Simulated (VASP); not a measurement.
Here is a VASP 6.6.1 calculation.

The input POSCAR:

```
Er
1.0
    0.0000000000      2.5611963607      2.5611963607
    2.5611963607      0.0000000000      2.5611963607
    2.5611963607      2.5611963607      0.0000000000
Er
1
Direct
    0.0000000000      0.0000000000      0.0000000000
```

The input INCAR.step1:

```
  PREC = Accurate
  ENCUT = 520
  EDIFF = 1E-6
  ISMEAR = 0
  SIGMA = 0.05
  LREAL = F
  LASPH = T
  NELM = 150
  ALGO = Normal
  ISIF = 2
  LWAVE = F
  LCHARG = T
  ISPIN = 2
  MAGMOM = 2.58
  LMAXMIX = 6
  GGA = PE
  NBANDS = 21
```

Contents of KPOINTS.step1:

```
regular mesh
0
Gamma
  14 14 14
```

Contents of INCAR.step2:

```
  PREC = Accurate
  ENCUT = 520
  EDIFF = 1E-6
  ISMEAR = -5
  SIGMA = 0.05
  LREAL = F
  LASPH = T
  NELM = 150
  ALGO = Normal
  ISIF = 2
  LWAVE = F
  LCHARG = F
  ISPIN = 2
  MAGMOM = 2.58
  LORBIT = 10
  LMAXMIX = 6
  GGA = PE
  NBANDS = 21
  NEDOS = 1001
  ICHARG = 11
```

The input KPOINTS.step2:

```
regular mesh
0
Gamma
  21 21 21
```

Potentials or basis: VASP PAW PBE potentials, release 64 (Er).

The run is started by

```sh
$ cat potpaw_PBE.64/Er/POTCAR > POTCAR
$ cp INCAR.step1 INCAR
$ cp KPOINTS.step1 KPOINTS
$ mpirun -np 1 vasp_std > vasp.out
$ cp INCAR.step2 INCAR
$ cp KPOINTS.step2 KPOINTS
$ mpirun -np 1 vasp_std > vasp.out
```

(1) What does it give for the net moment?

(2) What does it give for the site moments?

Answers

(1) 2.23 μB per cell.

(2) Er +2.36 μB.

Caveat: the magnetic or orbital state may not be the lowest.
